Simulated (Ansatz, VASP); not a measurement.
## Two plane-wave programs on Te2Mo

```
Te Mo
1.0
     3.55707    0.00000    0.00000
    -1.77853    3.08051    0.00000
     0.00000    0.00000   15.20472
Te Mo
4 2
Direct
  0.38203 0.76405 0.65083
  0.66667 0.33333 0.13109
  0.33333 0.66667 0.86891
  0.66667 0.33333 0.36891
  0.33333 0.66667 0.25000
  0.66667 0.33333 0.75000
```

Alike in both runs: task single point; functional PBE; k mesh 12 × 12 × 2; occupations gaussian, width 0.05 eV; no spin polarisation.

|  | VASP | Ansatz |
| --- | --- | --- |
| version | VASP 6.6.1 | Ansatz 0.2.0 |
| potentials or method | VASP PAW PBE potentials, release 64 (Te, Mo_sv), cutoff 520 eV | scalar-relativistic, plane waves, PAW |
| valence electrons in the cell | 52 | 92 |

VASP gave:

| Item | Value |
| --- | --- |
| gap on the k mesh at the Fermi level (eV) | 0.18 |
| least direct gap on the mesh (eV) | 0.47 |
| pressure (GPa) | 6.7 |
| traceless stress, the component that is largest in VASP (GPa) | 6.96 |
| rms of the force components (eV/Å) | 2.612 |

Question: Estimate Ansatz's values.

Answer: gap on the k mesh at the Fermi level (eV): 0.20; least direct gap on the mesh (eV): 0.48; pressure (GPa): 6.7; traceless stress, the component that is largest in VASP (GPa): 6.98; rms of the force components (eV/Å): 2.613.

Atom by atom the forces differ by 0.011 eV/Å (rms over components). VASP's potentials hold 52 valence electrons a cell and Ansatz's 92, so a difference there can come from the potentials and not from the codes.

Spin-orbit coupling is off throughout.
